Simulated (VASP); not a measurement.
Here is a VASP 6.6.1 calculation.

Contents of INCAR:

```
SYSTEM = CdTe
ALGO     = Normal         ! electronic algorithm
EDIFF    = 1E-6           ! SCF threshold, eV
ENCUT    = 520            ! plane-wave cutoff, eV
ISIF     = 2              ! what is computed and relaxed
ISMEAR   = 0              ! smearing method
LASPH    = .TRUE.         ! aspherical terms in the spheres
LCHARG   = .FALSE.        ! write CHGCAR
LREAL    = .FALSE.        ! projectors in reciprocal space
LWAVE    = .FALSE.        ! write WAVECAR
NBANDS   = 16             ! bands
NELM     = 60             ! most SCF steps
PREC     = Accurate       ! precision mode
SIGMA    = 0.05           ! smearing width, eV
```

Contents of KPOINTS:

```
k-points
0
G
  8 8 8
  0 0 0
```

POSCAR

```
CdTe
1.0
    0.0000000000      3.1762565551      3.1762565551
    3.1762565551      0.0000000000      3.1762565551
    3.1762565551      3.1762565551      0.0000000000
Cd Te
1 1
Direct
    0.0000000000      0.0000000000      0.0000000000
    0.7500000000      0.7500000000      0.7500000000
```

Potentials or basis: VASP PAW LDA potentials, release 64 (Cd, Te).

The run is started by

```bash
$ cat potpaw_LDA.64/Cd/POTCAR potpaw_LDA.64/Te/POTCAR > POTCAR
$ mpirun -np 1 vasp_std > vasp.out
```

Q: Estimate the pressure.

A: 1.6 GPa.

Q: What does it give for the band gap on the k mesh?

A: 0.74 eV, direct.

Caveat: spin-orbit coupling is left out, which moves the levels of the heavy elements.
